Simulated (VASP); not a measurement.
Set up this calculation in VASP 6.6.1, as the native input.

- Task: single point
- Functional: PBEsol
- Potentials or basis: VASP PAW PBE potentials, release 64 (Fe, Co)
- Cutoff: 400 eV
- k mesh: 1 × 1 × 1, shifted
- Occupations: fermi-dirac, width 0.0922 eV
- Spin: no spin polarisation
- Dipole correction: no
- Mended: yes
- Further INCAR settings: LREAL = Auto; ALGO = Normal; EDIFF = 1e-06; NBANDS = 116; ISYM = -1

The structure of Fe7Co lies in POSCAR:

```
Fe7Co
1.0
    6.5711100000     -0.2250530000      0.0875820000
   -0.2250530000      6.2965610000     -0.2020190000
    0.0875820000     -0.2020190000      6.5998730000
Fe Co
21 3
Direct
    0.9519816608      0.2873107291      0.8955256818
    0.7150584451      0.2080475357      0.5963100057
    0.7841933450      0.5172731814      0.4530171701
    0.3241314909      0.4705556646      0.9189020911
    0.3885769142      0.8199475364      0.0771277929
    0.4293910075      0.3839795485      0.5822566951
    0.0519306542      0.0442820107      0.1753757409
    0.4053014240      0.0116139988      0.4850828401
    0.8686662927      0.9479445308      0.7321024624
    0.1990539628      0.0752346548      0.8625322465
    0.0887775409      0.8204873368      0.3731377432
    0.6974367110      0.5213949491      0.7907121522
    0.5767651600      0.1913052594      0.9297516863
    0.0083035086      0.4220878818      0.1916817996
    0.6977568257      0.8515850754      0.3612833803
    0.0413942485      0.2082780845      0.4867946306
    0.3026357258      0.2784581776      0.1858281819
    0.4840454625      0.7931965577      0.7563230544
    0.6594480943      0.5506144854      0.1337543624
    0.7233801626      0.8724006686      0.0247855420
    0.7671076900      0.1721087821      0.2541570752
    0.0254714511      0.6772682031      0.0068910727
    0.1472111629      0.6025006304      0.6944329878
    0.3449521321      0.6265848787      0.3280057742
```

These files were run (other wordings do the same):

INCAR

```
SYSTEM = Fe7Co
  PREC = Accurate
  ENCUT = 400
  EDIFF = 1E-6
  ISMEAR = -1
  SIGMA = 0.0922
  LREAL = Auto
  LASPH = .True.
  NELM = 120
  ALGO = Normal
  ISIF = 2
  LWAVE = .False.
  LCHARG = .False.
  GGA = PS
  ISYM = -1
  NBANDS = 116
  GGA_COMPAT = .False.
```

KPOINTS

```
explicit points
1
Reciprocal
  0.25000000   0.25000000   0.25000000 1
```

Potentials or basis: VASP PAW PBE potentials, release 64 (Fe, Co).

The run is started by

```bash
$ cat potpaw_PBE.64/Fe/POTCAR potpaw_PBE.64/Co/POTCAR > POTCAR
$ mpirun -np 1 vasp_std > vasp.out
```

It gave:

- Pressure: -12.0 GPa
- Largest force: 3.385 eV/Å
- Band gap on the k mesh: zero (an odd number of electrons rules out a gap without spin polarisation)

Caveat: the atoms stand as in a frame of molecular dynamics; the PAW data sets were made with another functional, which shifts forces and pressure a little; the run has no spin polarisation, though such a crystal can be magnetic.

It took 2.4 min on 1 thread of Intel(R) Xeon(R) 6975P-C (Granite Rapids) (shared host), peak memory 0.3 GiB.
